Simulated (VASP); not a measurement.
Write the native input for VASP 6.6.1 that does the following.

| Item | Value |
| --- | --- |
| Task | single point |
| Functional | BLYP |
| Dispersion | D3(BJ) |
| Potentials or basis | VASP PAW PBE potentials, release 64 (Mo_sv, Si) |
| Cutoff | 520 eV |
| k mesh | 12 × 12 × 12 |
| Occupations | fermi-dirac, width 0.05 eV |
| Spin | no spin polarisation |
| Dipole correction | no |
| Further INCAR settings | ALGO = Normal; EDIFF = 1e-06; NBANDS = 18 |

The structure of Si2Mo lies in POSCAR:

```
Si2Mo
1.0
   -1.5912800496      1.5912800496      3.8837108522
    1.5912800496     -1.5912800496      3.8837108522
    1.5912800496      1.5912800496     -3.8837108522
Mo Si
1 2
Direct
    0.0000000000      0.0000000000      0.0000000000
    0.6650350815      0.6650350815      0.0000000000
    0.3349649185      0.3349649185      0.0000000000
```

These files were run (other wordings do the same):

INCAR

```
SYSTEM = Si2Mo
PREC = Accurate
ENCUT = 520
EDIFF = 1E-6
ISMEAR = -1
SIGMA = 0.05
LREAL = .FALSE.
LASPH = .TRUE.
NELM = 60
ALGO = Normal
ISIF = 2
LWAVE = .FALSE.
LCHARG = .FALSE.
GGA = B5
ALDAX = 1.0
AGGAX = 1.0
AGGAC = 1.0
ALDAC = 0.0
IVDW = 12
VDW_S6 = 1.0
VDW_S8 = 2.6996
VDW_A1 = 0.4298
VDW_A2 = 4.2359
NBANDS = 18
```

KPOINTS

```
regular mesh
0
G
  12 12 12
  0 0 0
```

Potentials or basis: VASP PAW PBE potentials, release 64 (Mo_sv, Si).

Run with:

```bash
$ cat potpaw_PBE.64/Mo_sv/POTCAR potpaw_PBE.64/Si/POTCAR > POTCAR
$ mpirun -np 1 vasp_std > vasp.out
```

Results of the run:

```
Pressure                   : 1.0 GPa
Largest force              : 0.005 eV/Å
Band gap on the k mesh     : zero (band 11 reaches 13.52 eV, above the bottom of band 12 at 12.58 eV)
Dispersion energy per atom : -1.343 eV
```

Caveat: the PAW data sets were made with another functional, which shifts forces and pressure a little; pairwise dispersion overbinds metals, which lowers pressure and volume.

It took 91 s on 1 thread of Intel(R) Xeon(R) 6975P-C (Granite Rapids) (shared host), peak memory 0.28 GiB.
